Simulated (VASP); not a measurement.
# YAuC2N2 (P-1) in VASP: further runs

YAuC2N2 is run at these levels: PBE; tasks: single point, relaxation of cell and atoms.

Everything below comes from runs of VASP 6.6.1. Logs are shortened: lines on timing, memory, paths and dates and some standing lists are left out, and cuts for length are marked.

**1. The cell of the first run**

The typed cell holds 6 atoms: a = 3.805 Å, b = 4.097 Å, c = 8.394 Å, α = 56.61°, β = 79.98°, γ = 63.28°.

**2. Single point, PBE**

Contents of INCAR:

```
SYSTEM = YAuC2N2
PREC = Accurate
ENCUT = 600
EDIFF = 1E-6
ISMEAR = 0
SIGMA = 0.1
LREAL = .FALSE.
LASPH = .TRUE.
NELM = 120
ALGO = Normal
ISIF = 2
LWAVE = .FALSE.
LCHARG = .FALSE.
GGA = PE
NBANDS = 29
GGA_COMPAT = .FALSE.
```

Contents of KPOINTS:

```
regular mesh
0
G
  4 4 2
  0 0 0
```

Contents of POSCAR:

```
YAuC2N2
1.0
    3.8013234423      0.1067965724      0.1395047727
    1.7109983250      3.6225145674      0.8558550512
    1.0954833814      2.8605807064      7.8154129172
Y C Au N
1 2 1 2
Direct
    0.0000000000      0.0000000000      0.0000000000
    0.2552445918      0.6187841430      0.8364832627
    0.7447554082      0.3812158570      0.1635167373
    0.5000000000      0.5000000000      0.5000000000
    0.3929174021      0.4021164227      0.7627294231
    0.6070825979      0.5978835773      0.2372705769
```

Potentials or basis: VASP PAW PBE potentials, release 64 (Y_sv, C, Au, N).

Run with:

```sh
$ cat potpaw_PBE.64/Y_sv/POTCAR potpaw_PBE.64/C/POTCAR potpaw_PBE.64/Au/POTCAR potpaw_PBE.64/N/POTCAR > POTCAR
$ mpirun -np 1 vasp_std > vasp.out
```

OUTCAR:

```text
SYSTEM = YAuC2N2
   PREC = Accurate
   ENCUT = 600
   EDIFF = 1E-6
   ISMEAR = 0
   LREAL = .FALSE.
   LASPH = .TRUE.
   NELM = 120
   ISIF = 2
   GGA = PE

 ion  position               nearest neighbor table
   1  0.000  0.000  0.000-   2 2.41   3 2.41   5 2.55   6 2.55   6 2.57   5 2.57   3 2.68   2 2.68
                             2 2.72   3 2.72   4 3.90   4 3.90
   2  0.255  0.619  0.836-   5 1.23   1 2.41   1 2.68   1 2.72
   3  0.745  0.381  0.164-   6 1.23   1 2.41   1 2.68   1 2.72
   4  0.500  0.500  0.500-   5 2.01   6 2.01   1 3.90   1 3.90
   5  0.393  0.402  0.763-   2 1.23   4 2.01   1 2.55   1 2.57
   6  0.607  0.598  0.237-   3 1.23   4 2.01   1 2.55   1 2.57

  LATTYP: Found a triclinic cell.
 ALAT       =     4.1524558803
 B/A-ratio  =     0.9865629194
 C/A-ratio  =     2.2329299385
 COS(alpha) =     0.0162920825
 COS(beta)  =     0.5485439026
 COS(gamma) =     0.5744621973

  Lattice vectors:

 A1 = (  -2.0903251173,   3.5157179950,   0.7163502785)
 A2 = (   1.7109983250,   3.6225145674,   0.8558550512)
 A3 = (  -5.2761336160,   4.1708552836,  -6.3827123602)

Analysis of symmetry for initial positions (statically):
=====================================================================
 Subroutine PRICEL returns:
 Original cell was already a primitive cell.

 Routine SETGRP: Setting up the symmetry group for a
 triclinic supercell.

 Subroutine GETGRP returns: Found  2 space group operations
 (whereof  2 operations were pure point group operations)
 out of a pool of  2 trial point group operations.

The static configuration has the point symmetry S_2 .

Analysis of symmetry for dynamics (positions and initial velocities):
=====================================================================
 Subroutine PRICEL returns:
 Original cell was already a primitive cell.

 Routine SETGRP: Setting up the symmetry group for a
 triclinic supercell.

 Subroutine GETGRP returns: Found  2 space group operations
 (whereof  2 operations were pure point group operations)
 out of a pool of  2 trial point group operations.

The dynamic configuration has the point symmetry S_2 .

 Subroutine INISYM returns: Found  2 space group operations
 (whereof  2 operations are pure point group operations),
 and found     1 'primitive' translations

----------------------------------------------------------------------------------------

                                     Primitive cell

  volume of cell :      97.1156

  direct lattice vectors                    reciprocal lattice vectors
     3.801323442  0.106796572  0.139504773     0.266313533 -0.128038961  0.009535482
     1.710998325  3.622514567  0.855855051    -0.004485320  0.304339160 -0.110764862
     1.095483381  2.860580706  7.815412917    -0.004262504 -0.031042270  0.139911791

  length of vectors
     3.805381322  4.096658996  8.394265000     0.295648100  0.323900135  0.143377477

  position of ions in fractional coordinates (direct lattice)
     0.000000000  0.000000000  0.000000000
     0.255244592  0.618784143  0.836483263
     0.744755408  0.381215857  0.163516737
     0.500000000  0.500000000  0.500000000
     0.392917402  0.402116423  0.762729423
     0.607082598  0.597883577  0.237270577

  ion indices of the primitive-cell ions
   primitive index   ion index
                 1           1
                 2           2
                 3           3
                 4           4
                 5           5
                 6           6

----------------------------------------------------------------------------------------

 KPOINTS: regular mesh

Automatic generation of k-mesh.
 Grid dimensions read from file:
 generate k-points for:    4    4    2

 Generating k-lattice:

  Cartesian coordinates                     Fractional coordinates (reciprocal lattice)
     0.066578383 -0.032009740  0.002383871     0.250000000  0.000000000  0.000000000
    -0.001121330  0.076084790 -0.027691216     0.000000000  0.250000000  0.000000000
    -0.002131252 -0.015521135  0.069955896     0.000000000 -0.000000000  0.500000000

  Length of vectors
     0.073912025  0.080975034  0.071688738

  Shift w.r.t. Gamma in fractional coordinates (k-lattice)
     0.000000000  0.000000000  0.000000000

 Subroutine IBZKPT returns following result:
 ===========================================

 Found     20 irreducible k-points:

 Following reciprocal coordinates:
            Coordinates               Weight
  0.000000  0.000000  0.000000      1.000000
  0.250000 -0.000000  0.000000      2.000000
  0.500000 -0.000000  0.000000      1.000000
  0.000000  0.250000  0.000000      2.000000
  0.250000  0.250000  0.000000      2.000000
  0.500000  0.250000  0.000000      2.000000
[... 12 lines left out ...]
  0.250000  0.500000  0.500000      2.000000
  0.500000  0.500000  0.500000      1.000000
   k-points           NKPTS =     20   k-points in BZ     NKDIM =     20   number of bands    NBANDS=     29
   number of dos      NEDOS =    301   number of ions     NIONS =      6
   total plane-waves  NPLWV =  75600
   dimension x,y,z NGX =    30 NGY =   36 NGZ =   70
   dimension x,y,z NGXF=    60 NGYF=   72 NGZF=  140
   ions per type =               1   2   1   2
   NGX,Y,Z   is equivalent  to a cutoff of  13.11, 14.61, 13.86 a.u.
   NGXF,Y,Z  is equivalent  to a cutoff of  26.21, 29.22, 27.73 a.u.
 SYSTEM =  YAuC2N2
   PREC   = accura    normal or accurate (medium, high low for compatibility)
   ISTART =      0    job   : 0-new  1-cont  2-samecut
   ICHARG =      2    charge: 1-file 2-atom 10-const
   ISPIN  =      1    spin polarized calculation?
   LNONCOLLINEAR =      F non collinear calculations
   LSORBIT =      F    spin-orbit coupling
   LASPH  =      T    aspherical Exc in radial PAW
   ENCUT  =  600.0 eV  44.10 Ry    6.64 a.u.   7.60  8.18 16.77*2*pi/ulx,y,z
   NELM   =    120;   NELMIN=  2; NELMDL= -5     # of ELM steps
   EDIFF  = 0.1E-05   stopping-criterion for ELM
   LREAL  =      F    real-space projection
   EDIFFG = 0.1E-04   stopping-criterion for IOM
   NSW    =      0    number of steps for IOM
   IBRION =     -1    ionic relax: 0-MD 1-quasi-New 2-CG
   NFREE  =      0    steps in history (QN), initial steepest desc. (CG)
   ISIF   =      2    stress and relaxation
   ISYM   =      2    0-nonsym 1-usesym 2-fastsym
   POTIM  = 0.5000    time-step for ionic-motion
   TEBEG  =    0.0;   TEEND  =   0.0 temperature during run
   PSTRESS=    0.0 pullay stress
   NELECT =      40.0000    total number of electrons
   NUPDOWN=      -1.0000    fix difference up-down
   EMIN   =  10.00;   EMAX   =-10.00  energy-range for DOS
   EFERMI =   0.00;   METHOD = LEGACY
   ISMEAR =     0;   SIGMA  =   0.10  broadening in eV -4-tet -1-fermi 0-gaus
   EFERMI_NEDOS =   21; number of points for ismear=-14 and -15
   IALGO  =     38    algorithm
   IMIX   =      4    mixing-type and parameters
     AMIX     =   0.40;   BMIX     =  1.00
     AMIX_MAG =   1.60;   BMIX_MAG =  1.00
  volume/ion in A,a.u.               =      16.19       109.23
  Fermi-wavevector in a.u.,A,eV,Ry     =   1.218050  2.301781 20.186228  1.483646
  Thomas-Fermi vector in A             =   2.353350
   LORBIT       =      0    0 simple, 1 ext, 2 COOP (PROOUT), +10 PAW based schemes
   GGA     = PE    functional components
   LHFCALC =     F    Hartree Fock is set to
   AEXX    =    0.0000 exact exchange contribution
   IVDW    =     0    specifies the selected vdW correction
   LEPSILON=     F    determine dielectric tensor
   LRPA    =     F    only Hartree local field effects (RPA)
 non-spin polarized calculation
 Gauss-broadening in eV      SIGMA  =   0.10
  energy-cutoff  :      600.00
  volume of cell :       97.12
 maximum number of plane-waves:      3257
   NGX = 15   NGY = 17   NGZ = 33

 number of electron      40.0000002 magnetization

 Free energy of the ion-electron system (eV)
  ---------------------------------------------------
  ext. energy  EPLUGINS =         0.00000000
  ---------------------------------------------------
  free energy    TOTEN  =       -44.28486603 eV

  energy without entropy =      -44.27985619  energy(sigma->0) =      -44.28236111

 E-fermi :   3.9605     XC(G=0):  -9.7343

 val. band max:        3.9344356212   @ k =   0.0000  -0.0000   0.5000
 cond. band min:       4.1600702964   @ k =   0.0000   0.2500   0.5000
 fundamental gap:      0.2256346752
 Fermi energy:         3.9605380825

 k-point     1 :       0.0000    0.0000    0.0000
  band No.  band energies     occupation
      1     -38.8162      2.00000
      2     -19.1647      2.00000
      3     -18.8483      2.00000
      4     -18.6463      2.00000
      5     -15.7315      2.00000
      6     -15.1478      2.00000
[... 21 lines left out ...]
     28       9.9975      0.00000
     29      10.2245      0.00000

 k-point     2 :       0.2500   -0.0000    0.0000
  band No.  band energies     occupation
      1     -38.8074      2.00000
      2     -19.1011      2.00000
      3     -19.0693      2.00000
      4     -18.6677      2.00000
      5     -15.4575      2.00000
      6     -15.3004      2.00000
[... 21 lines left out ...]
     28       9.3190      0.00000
     29      10.1993      0.00000

 k-point     3 :       0.5000   -0.0000    0.0000
  band No.  band energies     occupation
      1     -38.7985      2.00000
      2     -19.3150      2.00000
      3     -18.9791      2.00000
      4     -18.6822      2.00000
      5     -15.4706      2.00000
      6     -15.2038      2.00000
[... 21 lines left out ...]
     28       9.0656      0.00000
     29       9.5425      0.00000

 k-point     4 :       0.0000    0.2500    0.0000
  band No.  band energies     occupation
      1     -38.8117      2.00000
      2     -19.1767      2.00000
      3     -18.8644      2.00000
      4     -18.7258      2.00000
      5     -15.6106      2.00000
      6     -15.1982      2.00000
[... 21 lines left out ...]
     28       8.9329      0.00000
     29       9.6150      0.00000

 k-point     5 :       0.2500    0.2500    0.0000
  band No.  band energies     occupation
      1     -38.8070      2.00000
      2     -19.1006      2.00000
      3     -19.0703      2.00000
      4     -18.6730      2.00000
      5     -15.4430      2.00000
      6     -15.3133      2.00000
[... 21 lines left out ...]
     28       9.0856      0.00000
     29      10.4590      0.00000
[... 382 lines left out ...]
     28       9.0495      0.00000
     29       9.6958      0.00000

 k-point    18 :       0.0000    0.5000    0.5000
  band No.  band energies     occupation
      1     -38.8071      2.00000
      2     -19.2041      2.00000
      3     -18.8807      2.00000
      4     -18.7765      2.00000
      5     -15.6174      2.00000
      6     -15.1254      2.00000
[... 21 lines left out ...]
     28       9.0945      0.00000
     29       9.3221      0.00000

 k-point    19 :       0.2500    0.5000    0.5000
  band No.  band energies     occupation
      1     -38.8024      2.00000
      2     -19.1237      2.00000
      3     -19.0828      2.00000
      4     -18.7355      2.00000
      5     -15.3990      2.00000
      6     -15.2913      2.00000
[... 21 lines left out ...]
     28       9.3596      0.00000
     29       9.8900      0.00000

 k-point    20 :       0.5000    0.5000    0.5000
  band No.  band energies     occupation
      1     -38.7977      2.00000
      2     -19.3152      2.00000
      3     -18.9821      2.00000
      4     -18.6902      2.00000
      5     -15.4660      2.00000
      6     -15.2041      2.00000
[... 21 lines left out ...]
     28       9.0853      0.00000
     29       9.4357      0.00000

------------------------ aborting loop because EDIFF is reached ----------------------------------------

  FORCE on cell =-STRESS in cart. coord.  units (eV):
  Direction    XX          YY          ZZ          XY          YZ          ZX
  --------------------------------------------------------------------------------------
  -------------------------------------------------------------------------------------
  Total       -0.2155110      0.0769035      0.0253939     -0.0148963      0.2872825     -0.0263758
  in kB       -3.5554206      1.2687249      0.4189388     -0.2457535      4.7394789     -0.4351374
  external PRESSURE =      -0.6225856 kB  Pullay stress =       0.0000000 kB

 VOLUME and BASIS-vectors are now :
 -----------------------------------------------------------------------------
  energy-cutoff  :      600.00
  volume of cell :       97.12
      direct lattice vectors                 reciprocal lattice vectors
     3.801323442  0.106796572  0.139504773     0.266313533 -0.128038961  0.009535482
     1.710998325  3.622514567  0.855855051    -0.004485320  0.304339160 -0.110764862
     1.095483381  2.860580706  7.815412917    -0.004262504 -0.031042270  0.139911791

 POSITION                                       TOTAL-FORCE (eV/Angst)
 -----------------------------------------------------------------------------------
      0.00000      0.00000      0.00000         0.000000     -0.000000     -0.000000
      2.94536      4.66164      7.10266        -0.021195      0.159615      0.139318
      3.66245      1.92825      1.70811         0.021195     -0.159615     -0.139318
      3.30390      3.29495      4.40539         0.000000     -0.000000     -0.000000
      3.01718      3.68048      6.36001         0.015104     -0.144917     -0.097142
      3.59062      2.90941      2.45076        -0.015104      0.144917      0.097142
 -----------------------------------------------------------------------------------
    total drift:                               -0.000000      0.000000     -0.000000

  FREE ENERGIE OF THE ION-ELECTRON SYSTEM (eV)
  ---------------------------------------------------
  free  energy   TOTEN  =       -44.2848660266 eV

  energy  without entropy=      -44.2798561895  energy(sigma->0) =      -44.28236111
```

Wall time 3.3 min (1 thread of Intel Xeon 8259CL, shared host); peak memory 0.3 GiB.

Results:

* Free energy: -44.2849 eV
* Pressure: -0.1 GPa
* Largest force: 0.213 eV/Å
* Band gap on the k mesh: zero (bands 20 and 21 overlap by 1.26 eV)

Forces in eV/Å, atoms in the order of the input:
```
Y    0.000  0.000  0.000
C   -0.021  0.160  0.139
C    0.021 -0.160 -0.139
Au   0.000  0.000  0.000
N    0.015 -0.145 -0.097
N   -0.015  0.145  0.097
```

Caveat: the k points lie up to 0.46 Å⁻¹ apart, too coarse for converged energies and pressures of a metal; spin-orbit coupling is left out, which moves the levels of the heavy elements.

(Part 1 of 2 ends here.)

The gap in the log of VASP goes by the Fermi energy; the results here count the filled bands.